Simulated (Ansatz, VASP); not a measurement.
## One calculation of Bi2Se3, two programs

Contents of INCAR:

```
SYSTEM = Bi2Se3
PREC = Accurate ; ENCUT = 520
EDIFF = 1E-7 ; ISMEAR = -1
SIGMA = 0.02 ; LREAL = .FALSE.
LASPH = .TRUE. ; NELM = 100
ALGO = Normal ; ISIF = 2
LWAVE = .FALSE. ; LCHARG = .FALSE.
GGA = PE ; NBANDS = 32
```

The input KPOINTS:

```
Automatic mesh
0
G
  8 8 8
  0 0 0
```

Contents of POSCAR:

```
Bi2Se3
1.0
    2.0504717334      1.1838404072      9.8668528516
   -2.0504717334      1.1838404072      9.8668528516
    0.0000000000     -2.3676808144      9.8668528516
Bi Se
2 3
Direct
    0.3991641917      0.3991641917      0.3991641917
    0.6008358083      0.6008358083      0.6008358083
    0.2142211342      0.2142211342      0.2142211342
    0.7857788658      0.7857788658      0.7857788658
    0.0000000000      0.0000000000      0.0000000000
```

Input for Ansatz:

```yaml
crystal:
  lattice:
    - [2.0504717334, 1.1838404072, 9.8668528516]
    - [-2.0504717334, 1.1838404072, 9.8668528516]
    - [0.0, -2.3676808144, 9.8668528516]
  atoms:
    - { symbol: Bi, position: [0.3991641917, 0.3991641917, 0.3991641917] }
    - { symbol: Bi, position: [0.6008358083, 0.6008358083, 0.6008358083] }
    - { symbol: Se, position: [0.2142211342, 0.2142211342, 0.2142211342] }
    - { symbol: Se, position: [0.7857788658, 0.7857788658, 0.7857788658] }
    - { symbol: Se, position: [0.0, 0.0, 0.0] }
kpoints:
  mp_grid: { grid: [8, 8, 8] }
  band_path:
    path:
      - [0.0, 0.0, 0.0]
      - [0.5, 0.5, 0.5]
      - [0.8233141803, 0.1766858197, 0.5]
      - [0.5, -0.1766858197, 0.1766858197]
      - [0.5, 0.0, 0.0]
      - [0.3383429098, -0.3383429098, 0.0]
      - [0.6616570902, 0.0, 0.3383429098]
      - [0.5, 0.0, 0.5]
    npoints: 1
hamiltonian:
  xc: pbe
scf:
  occupations: { method: fermi_dirac, width: 0.02 }
  n_extra_bands: 5
output:
  forces: true
  stress: true
  eigenvalues: true
  write_density: true
  write_potential: true
  elf: true
  volumetric_format: npy
```

Change from the starting cell: epitaxial_xy strain -1.0%.

Alike in both runs: task single point; functional PBE; k mesh 8 × 8 × 8; occupations fermi-dirac, width 0.02 eV; no spin polarisation.

|  | VASP | Ansatz |
| --- | --- | --- |
| version | VASP 6.6.1 | Ansatz 0.2.0 |
| potentials or method | VASP PAW PBE potentials, release 64 (Bi_d, Se) | plane waves, PAW |
| plane-wave cutoff (eV) | 520 | 420 |
| valence electrons in the cell | 48 | 78 |

|  | VASP | Ansatz | Ansatz less VASP |
| --- | --- | --- | --- |
| pressure (GPa) | 2.8 | 2.7 | -0.02 |
| traceless stress, the component that is largest in VASP (GPa) | -0.64 | -0.65 | -0.002 |
| rms of the force components (eV/Å) | 0.079 | 0.073 | -0.0058 |

Atom by atom the forces differ by 0.006 eV/Å (rms over components). VASP's potentials hold 48 valence electrons a cell and Ansatz's 78, so a difference there can come from the potentials and not from the codes.

Spin-orbit coupling is off throughout.
